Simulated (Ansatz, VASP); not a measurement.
AlGa3N4 in VASP and in Ansatz

```
CELL_PARAMETERS angstrom
4.57698 0.00000 0.00000
0.00000 4.57698 0.00000
0.00000 0.00000 4.24208
ATOMIC_POSITIONS crystal
Al 0.00000 0.00000 0.00000
Ga 0.50000 0.50000 0.00000
Ga 0.50000 0.00000 0.50000
Ga 0.00000 0.50000 0.50000
N 0.75535 0.75535 0.24465
N 0.75535 0.24465 0.75535
N 0.24465 0.75535 0.75535
N 0.24465 0.24465 0.24465
```

Change from the starting cell: strain +0.025 along x and y, -0.050 along z, atoms carried along.

Alike in both runs: task single point; functional r2SCAN; k mesh 6 × 6 × 6; occupations gaussian, width 0.05 eV; no spin polarisation.

|  | VASP | Ansatz |
| --- | --- | --- |
| version | VASP 6.6.1 | Ansatz 0.2.0 |
| potentials or method | VASP PAW PBE potentials, release 64 (Al, Ga_d, N), cutoff 520 eV | scalar-relativistic, plane waves, PAW |
| valence electrons in the cell | 62 | 62 |

VASP gave:

* gap on the k mesh at the Fermi level (eV): 2.62
* least direct gap on the mesh (eV): 2.62
* pressure (GPa): 0.7
* traceless stress, the component that is largest in VASP (GPa): 5.51
* rms of the force components (eV/Å): 0.045

Question: Estimate Ansatz's values.

Answer: gap on the k mesh at the Fermi level (eV): 2.62; least direct gap on the mesh (eV): 2.62; pressure (GPa): -0.1; traceless stress, the component that is largest in VASP (GPa): 5.68; rms of the force components (eV/Å): 0.032.

VASP's potentials were made for PBE, not for r2SCAN. Atom by atom the forces differ by 0.033 eV/Å (rms over components). The functional is the same, so the differences come from potentials, cutoffs and numerics.
